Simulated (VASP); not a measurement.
# NaCaI3 (Pm-3m) in VASP: a series of runs

The runs below take NaCaI3 through single point, with HSE06.

Program: VASP 6.6.1. These are calculated values, not measurements. Logs are shortened: lines on timing, memory, paths and dates and some standing lists are left out, and cuts for length are marked.

### 1 The cell of the first run

Symmetry: Pm-3m, No. 221, cubic system. The conventional cell has a = 6.065 Å, b = 6.065 Å, c = 6.065 Å, α = 90.00°, β = 90.00°, γ = 90.00°. Na (site symmetry m-3m) has 12 I at 4.29 Å and 8 Ca at 5.25 Å within 5.6 Å. Within 4.0 Å of Ca (site symmetry m-3m) lie 6 I at 3.03 Å. I (site symmetry 4/mmm) has 2 Ca at 3.03 Å within 4.0 Å.

### 2 Single point, HSE06 (strain -1.0%)

The input, POSCAR:

```
NaCaI3
1.0
    6.0646387483      0.0000000000      0.0000000000
    0.0000000000      6.0646387483      0.0000000000
    0.0000000000      0.0000000000      6.0646387483
Na Ca I
1 1 3
Direct
    0.0000000000      0.0000000000      0.0000000000
    0.5000000000      0.5000000000      0.5000000000
    0.5000000000      0.5000000000      0.0000000000
    0.5000000000      0.0000000000      0.5000000000
    0.0000000000      0.5000000000      0.5000000000
```

The input, INCAR.step1:

```
PREC = Accurate ; ENCUT = 520
EDIFF = 1E-5 ; ISMEAR = 0
SIGMA = 0.01 ; LREAL = F
LASPH = T ; NELM = 80
ALGO = Normal ; ISIF = 2
LWAVE = T ; LCHARG = F
GGA = PE ; NBANDS = 27
```

The input, INCAR.step2:

```
PREC = Accurate ; ENCUT = 520
EDIFF = 1E-6 ; ISMEAR = 0
SIGMA = 0.01 ; LREAL = F
LASPH = T ; NELM = 80
ALGO = Normal ; ISIF = 2
LWAVE = F ; LCHARG = F
GGA = PE ; LHFCALC = T
HFSCREEN = 0.2079 ; PRECFOCK = Fast
ISTART = 1 ; NBANDS = 27
```

The input, KPOINTS:

```
Automatic mesh
0
Gamma
  2 2 2
```

Potentials or basis: VASP PAW PBE potentials, release 64 (Na_pv, Ca_sv, I).

Started as:

```console
cat potpaw_PBE.64/Na_pv/POTCAR potpaw_PBE.64/Ca_sv/POTCAR potpaw_PBE.64/I/POTCAR > POTCAR
cp INCAR.step1 INCAR
mpirun -np 1 vasp_std > vasp.out
cp INCAR.step2 INCAR
mpirun -np 1 vasp_std > vasp.out
```

OUTCAR:

```text
PREC = Accurate
   ENCUT = 520
   EDIFF = 1E-6
   ISMEAR = 0
   LREAL = F
   LASPH = T
   NELM = 80
   ISIF = 2
   GGA = PE
   LHFCALC = T
   HFSCREEN = 0.2079
   PRECFOCK = Fast
   ISTART = 1

 ion  position               nearest neighbor table
   1  0.000  0.000  0.000-
   2  0.500  0.500  0.500-   3 3.03   4 3.03   5 3.03   3 3.03   4 3.03   5 3.03
   3  0.500  0.500  0.000-   2 3.03   2 3.03
   4  0.500  0.000  0.500-   2 3.03   2 3.03
   5  0.000  0.500  0.500-   2 3.03   2 3.03

  LATTYP: Found a simple cubic cell.
 ALAT       =     6.0646387483

  Lattice vectors:

 A1 = (   6.0646387483,   0.0000000000,   0.0000000000)
 A2 = (   0.0000000000,   6.0646387483,   0.0000000000)
 A3 = (   0.0000000000,   0.0000000000,   6.0646387483)

Analysis of symmetry for initial positions (statically):
=====================================================================
 Subroutine PRICEL returns:
 Original cell was already a primitive cell.

 Routine SETGRP: Setting up the symmetry group for a
 simple cubic supercell.

 Subroutine GETGRP returns: Found 48 space group operations
 (whereof 48 operations were pure point group operations)
 out of a pool of 48 trial point group operations.

The static configuration has the point symmetry O_h .

Analysis of symmetry for dynamics (positions and initial velocities):
=====================================================================
 Subroutine PRICEL returns:
 Original cell was already a primitive cell.

 Routine SETGRP: Setting up the symmetry group for a
 simple cubic supercell.

 Subroutine GETGRP returns: Found 48 space group operations
 (whereof 48 operations were pure point group operations)
 out of a pool of 48 trial point group operations.

The dynamic configuration has the point symmetry O_h .

 Subroutine INISYM returns: Found 48 space group operations
 (whereof 48 operations are pure point group operations),
 and found     1 'primitive' translations

----------------------------------------------------------------------------------------

                                     Primitive cell

  volume of cell :     223.0565

  direct lattice vectors                    reciprocal lattice vectors
     6.064638748  0.000000000  0.000000000     0.164890283  0.000000000  0.000000000
     0.000000000  6.064638748  0.000000000     0.000000000  0.164890283  0.000000000
     0.000000000  0.000000000  6.064638748     0.000000000  0.000000000  0.164890283

  length of vectors
     6.064638748  6.064638748  6.064638748     0.164890283  0.164890283  0.164890283

  position of ions in fractional coordinates (direct lattice)
     0.000000000  0.000000000  0.000000000
     0.500000000  0.500000000  0.500000000
     0.500000000  0.500000000  0.000000000
     0.500000000  0.000000000  0.500000000
     0.000000000  0.500000000  0.500000000

  ion indices of the primitive-cell ions
   primitive index   ion index
                 1           1
                 2           2
                 3           3
                 4           4
                 5           5

----------------------------------------------------------------------------------------

 KPOINTS: Automatic mesh

Automatic generation of k-mesh.
 Grid dimensions read from file:
 generate k-points for:    2    2    2

 Generating k-lattice:

  Cartesian coordinates                     Fractional coordinates (reciprocal lattice)
     0.082445142  0.000000000  0.000000000     0.500000000  0.000000000  0.000000000
     0.000000000  0.082445142  0.000000000     0.000000000  0.500000000  0.000000000
     0.000000000  0.000000000  0.082445142     0.000000000  0.000000000  0.500000000

  Length of vectors
     0.082445142  0.082445142  0.082445142

  Shift w.r.t. Gamma in fractional coordinates (k-lattice)
     0.000000000  0.000000000  0.000000000

 Subroutine IBZKPT returns following result:
 ===========================================

 Found      4 irreducible k-points:

 Following reciprocal coordinates:
            Coordinates               Weight
  0.000000  0.000000  0.000000      1.000000
  0.500000  0.000000  0.000000      3.000000
  0.500000  0.500000  0.000000      3.000000
  0.500000  0.500000  0.500000      1.000000
   k-points           NKPTS =      4   k-points in BZ     NKDIM =      8   number of bands    NBANDS=     27
   number of dos      NEDOS =    301   number of ions     NIONS =      5
   total plane-waves  NPLWV = 110592
   dimension x,y,z NGX =    48 NGY =   48 NGZ =   48
   dimension x,y,z NGXF=    96 NGYF=   96 NGZF=   96
   ions per type =               1   1   3
   NGX,Y,Z   is equivalent  to a cutoff of  13.16, 13.16, 13.16 a.u.
   NGXF,Y,Z  is equivalent  to a cutoff of  26.32, 26.32, 26.32 a.u.
 SYSTEM =  unknown system
   PREC   = accura    normal or accurate (medium, high low for compatibility)
   ISTART =      1    job   : 0-new  1-cont  2-samecut
   ICHARG =      0    charge: 1-file 2-atom 10-const
   ISPIN  =      1    spin polarized calculation?
   LNONCOLLINEAR =      F non collinear calculations
   LSORBIT =      F    spin-orbit coupling
   LASPH  =      T    aspherical Exc in radial PAW
   ENCUT  =  520.0 eV  38.22 Ry    6.18 a.u.  11.28 11.28 11.28*2*pi/ulx,y,z
   NELM   =     80;   NELMIN=  2; NELMDL=  0     # of ELM steps
   EDIFF  = 0.1E-05   stopping-criterion for ELM
   LREAL  =      F    real-space projection
   EDIFFG = 0.1E-04   stopping-criterion for IOM
   NSW    =      0    number of steps for IOM
   IBRION =     -1    ionic relax: 0-MD 1-quasi-New 2-CG
   NFREE  =      0    steps in history (QN), initial steepest desc. (CG)
   ISIF   =      2    stress and relaxation
   ISYM   =      3    0-nonsym 1-usesym 2-fastsym
   POTIM  = 0.5000    time-step for ionic-motion
   TEBEG  =    0.0;   TEEND  =   0.0 temperature during run
   PSTRESS=    0.0 pullay stress
   NELECT =      38.0000    total number of electrons
   NUPDOWN=      -1.0000    fix difference up-down
   EMIN   =  10.00;   EMAX   =-10.00  energy-range for DOS
   EFERMI =   0.00;   METHOD = LEGACY
   ISMEAR =     0;   SIGMA  =   0.01  broadening in eV -4-tet -1-fermi 0-gaus
   EFERMI_NEDOS =   21; number of points for ismear=-14 and -15
   IALGO  =     38    algorithm
   IMIX   =      1    mixing-type and parameters
     AMIX     =   0.40;   BMIX     =  1.00
     AMIX_MAG =   1.60;   BMIX_MAG =  1.00
  volume/ion in A,a.u.               =      44.61       301.05
  Fermi-wavevector in a.u.,A,eV,Ry     =   0.907537  1.714997 11.206081  0.823624
  Thomas-Fermi vector in A             =   2.031356
   LORBIT       =      0    0 simple, 1 ext, 2 COOP (PROOUT), +10 PAW based schemes
   GGA     = PE    functional components
   LHFCALC =     T    Hartree Fock is set to
   PRECFOCK=fast      Normal, Fast or Accurate (Low or Medium for compatibility)
   ENCUT4O =  -1.0   cutoff for four orbital integrals eV
   NKREDX  =     1    reduce k-point grid by
   NKREDY  =     1    reduce k-point grid by
   NKREDZ  =     1    reduce k-point grid by
   AEXX    =    0.2500 exact exchange contribution
   HFSCREEN=    0.2079 screening length (either q_TF or 0.3 A-1)
   HFSCREENC=   0.2079 screening length for correlation (either q_TF or 0.3 A-1)
   ENCUTFOCK=  -1.0 apply spherical cutoff to Coloumb kernel
   IVDW    =     0    specifies the selected vdW correction
   LEPSILON=     F    determine dielectric tensor
   LRPA    =     F    only Hartree local field effects (RPA)
 non-spin polarized calculation
 Gauss-broadening in eV      SIGMA  =   0.01
  energy-cutoff  :      520.00
  volume of cell :      223.06
 maximum number of plane-waves:      6031
 NGX is ok and might be reduce to    48
  NGX = 24; NGY = 24; NGZ = 24

 number of electron      37.9999984 magnetization

 Free energy of the ion-electron system (eV)
  ---------------------------------------------------
  ext. energy  EPLUGINS =         0.00000000
  ---------------------------------------------------
  free energy    TOTEN  =       -16.48829514 eV

  energy without entropy =      -16.48829514  energy(sigma->0) =      -16.48829514

 E-fermi :   0.1181     XC(G=0):  -5.9398

 val. band max:        0.0239739585   @ k =   0.5000   0.5000   0.5000
 cond. band min:       3.3536346670   @ k =   0.0000   0.0000   0.0000
 fundamental gap:      3.3296607085
 Fermi energy:         0.1180711576

 k-point     1 :       0.0000    0.0000    0.0000
  band No.  band energies     occupation
      1     -42.9127      2.00000
      2     -27.0644      2.00000
      3     -27.0644      2.00000
      4     -27.0644      2.00000
      5     -22.4810      2.00000
      6     -22.4810      2.00000
      7     -22.4810      2.00000
      8     -12.3848      2.00000
      9     -11.8406      2.00000
     10     -11.8405      2.00000
     11      -2.3220      2.00000
     12      -2.3219      2.00000
     13      -2.3219      2.00000
     14      -0.7140      2.00000
     15      -0.7140      2.00000
     16      -0.7140      2.00000
     17      -0.3549      2.00000
     18      -0.3549      2.00000
     19      -0.3549      2.00000
     20       3.3536      0.00000
     21       4.8953      0.00000
     22       4.8953      0.00000
     23       4.8953      0.00000
     24       5.5534      0.00000
     25       6.3839      0.00000
     26       6.3839      0.00000
     27       6.6842      0.00000

 k-point     2 :       0.5000    0.0000    0.0000
  band No.  band energies     occupation
      1     -42.9128      2.00000
      2     -27.0644      2.00000
      3     -27.0644      2.00000
      4     -27.0644      2.00000
      5     -22.4846      2.00000
      6     -22.4806      2.00000
      7     -22.4806      2.00000
      8     -12.2112      2.00000
      9     -11.9304      2.00000
     10     -11.8362      2.00000
     11      -2.2573      2.00000
     12      -2.0280      2.00000
     13      -2.0280      2.00000
     14      -1.4927      2.00000
     15      -1.1696      2.00000
     16      -1.1696      2.00000
     17      -0.8746      2.00000
     18      -0.4745      2.00000
     19      -0.4744      2.00000
     20       4.7335      0.00000
     21       5.0030      0.00000
     22       5.4503      0.00000
     23       5.9843      0.00000
     24       6.1732      0.00000
     25       6.1732      0.00000
     26       6.3974      0.00000
     27       7.4462      0.00000

 k-point     3 :       0.5000    0.5000    0.0000
  band No.  band energies     occupation
      1     -42.9129      2.00000
      2     -27.0644      2.00000
      3     -27.0644      2.00000
      4     -27.0644      2.00000
      5     -22.4843      2.00000
      6     -22.4843      2.00000
      7     -22.4802      2.00000
      8     -12.0268      2.00000
      9     -11.9230      2.00000
     10     -11.9229      2.00000
     11      -2.9169      2.00000
     12      -2.2176      2.00000
     13      -1.6457      2.00000
     14      -1.4887      2.00000
     15      -1.1595      2.00000
     16      -1.1595      2.00000
     17      -1.1423      2.00000
     18      -1.1422      2.00000
     19       0.0140      2.00000
     20       4.7423      0.00000
     21       6.2448      0.00000
     22       6.2913      0.00000
     23       6.2918      0.00000
     24       6.2918      0.00000
     25       6.7219      0.00000
     26       6.7219      0.00000
     27       6.9057      0.00000

 k-point     4 :       0.5000    0.5000    0.5000
  band No.  band energies     occupation
      1     -42.9130      2.00000
      2     -27.0644      2.00000
      3     -27.0644      2.00000
      4     -27.0644      2.00000
      5     -22.4839      2.00000
      6     -22.4839      2.00000
      7     -22.4839      2.00000
      8     -11.9160      2.00000
      9     -11.9159      2.00000
     10     -11.9159      2.00000
     11      -3.5248      2.00000
     12      -2.1546      2.00000
     13      -2.1546      2.00000
     14      -2.1546      2.00000
     15      -1.4798      2.00000
     16      -1.4798      2.00000
     17       0.0239      2.00000
     18       0.0240      2.00000
     19       0.0240      2.00000
     20       3.7122      0.00000
     21       6.6517      0.00000
     22       6.6517      0.00000
     23       6.6518      0.00000
     24       6.8624      0.00000
     25       6.8624      0.00000
     26       6.8624      0.00000
     27       8.1978      0.00000

------------------------ aborting loop because EDIFF is reached ----------------------------------------

  FORCE on cell =-STRESS in cart. coord.  units (eV):
  Direction    XX          YY          ZZ          XY          YZ          ZX
  --------------------------------------------------------------------------------------
  -------------------------------------------------------------------------------------
  Total        1.0517322      1.0517322      1.0517322      0.0000000     -0.0000000      0.0000000
  in kB        7.5544168      7.5544168      7.5544168      0.0000000     -0.0000000      0.0000000
  external PRESSURE =       7.5544168 kB  Pullay stress =       0.0000000 kB

 VOLUME and BASIS-vectors are now :
 -----------------------------------------------------------------------------
  energy-cutoff  :      520.00
  volume of cell :      223.06
      direct lattice vectors                 reciprocal lattice vectors
     6.064638748  0.000000000  0.000000000     0.164890283  0.000000000  0.000000000
     0.000000000  6.064638748  0.000000000     0.000000000  0.164890283  0.000000000
     0.000000000  0.000000000  6.064638748     0.000000000  0.000000000  0.164890283

 POSITION                                       TOTAL-FORCE (eV/Angst)
 -----------------------------------------------------------------------------------
      0.00000      0.00000      0.00000         0.000000      0.000000      0.000000
      3.03232      3.03232      3.03232         0.000000      0.000000      0.000000
      3.03232      3.03232      0.00000         0.000000      0.000000      0.000000
      3.03232      0.00000      3.03232         0.000000      0.000000      0.000000
      0.00000      3.03232      3.03232         0.000000      0.000000      0.000000
 -----------------------------------------------------------------------------------
    total drift:                                0.000001      0.000002     -0.000004

  FREE ENERGIE OF THE ION-ELECTRON SYSTEM (eV)
  ---------------------------------------------------
  free  energy   TOTEN  =       -16.4882951373 eV

  energy  without entropy=      -16.4882951373  energy(sigma->0) =      -16.48829514
```

Run time: 1.9 min. Hardware: 1 thread of AMD EPYC 7R13 (Zen 3), shared host; peak memory 0.41 GiB.

Results:

| Property | Result |
| --- | --- |
| Free energy | -16.4883 eV |
| Pressure | 0.8 GPa |
| Band gap on the k mesh | 3.33 eV (least direct gap 3.69 eV) |

Levels at points of the mesh, in eV from the valence-band top:
```csv
k point,band 15,band 16,band 17,band 18,band 19,band 20,band 21,band 22,band 23,band 24
"(0.00, 0.00, 0.00)",-0.74,-0.74,-0.38,-0.38,-0.38,3.33,4.87,4.87,4.87,5.53
"(0.50, 0.00, 0.00)",-1.19,-1.19,-0.90,-0.50,-0.50,4.71,4.98,5.43,5.96,6.15
"(0.50, 0.50, 0.00)",-1.18,-1.18,-1.17,-1.17,-0.01,4.72,6.22,6.27,6.27,6.27
"(0.50, 0.50, 0.50)",-1.50,-1.50,0.00,0.00,0.00,3.69,6.63,6.63,6.63,6.84
```

Caveat: the k points lie up to 0.52 Å⁻¹ apart; the cell differs from its parent crystal (strain -1.0%); the PAW data sets were made with another functional, which shifts forces and pressure a little; spin-orbit coupling is left out, which moves the levels of the heavy elements. A k mesh can miss the band edges.

(Continued in part 2 of 2.)
